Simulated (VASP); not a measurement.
Wanted: the native input for a VASP 6.6.1 run.

* Task: single point
* Functional: PBE
* Potentials or basis: VASP PAW PBE potentials, release 64 (Zr_sv, Zn, N)
* Cutoff: 520 eV
* k mesh: 12 × 8 × 8
* Occupations: gaussian, width 0.1 eV
* Spin: no spin polarisation
* Dipole correction: no
* Further INCAR settings: ALGO = Normal; EDIFF = 1e-06; NBANDS = 38

The structure of Zr3ZnN2 lies in POSCAR:

```
Zr3ZnN2
1.0
    3.0705881342      0.0000000000      0.0000000000
    0.0000000000      2.7832469359      6.4538422010
    0.0000000000     -2.7832469359      6.4538422010
Zr Zn N
3 1 2
Direct
    0.0000000000      0.7912324049      0.7912324049
    0.0000000000      0.1780841124      0.1780841124
    0.5000000000      0.5827759290      0.5827759290
    0.5000000000      0.9862402087      0.9862402087
    0.5000000000      0.4851781558      0.9673682779
    0.5000000000      0.9673682779      0.4851781558
```

These files were run (other wordings do the same):

INCAR

```
SYSTEM = Zr3ZnN2
PREC = Accurate
ENCUT = 520
EDIFF = 1E-6
ISMEAR = 0
SIGMA = 0.1
LREAL = .FALSE.
LASPH = .TRUE.
NELM = 60
ALGO = Normal
ISIF = 2
LWAVE = .FALSE.
LCHARG = .FALSE.
GGA = PE
NBANDS = 38
```

KPOINTS

```
Automatic mesh
0
G
  12 8 8
  0 0 0
```

Potentials or basis: VASP PAW PBE potentials, release 64 (Zr_sv, Zn, N).

The run is started by

```console
$ cat potpaw_PBE.64/Zr_sv/POTCAR potpaw_PBE.64/Zn/POTCAR potpaw_PBE.64/N/POTCAR > POTCAR
$ mpirun -np 1 vasp_std > vasp.out
```

It gave:

```json
{"Pressure": "0.2 GPa", "Largest force": "0.028 eV/Å", "Band gap on the k mesh": "zero (bands 29 and 30 overlap by 1.01 eV)"}
```

It took 9 min on 1 thread of Intel(R) Xeon(R) Platinum 8559C (Emerald Rapids), with other jobs on the host, peak memory 0.65 GiB.
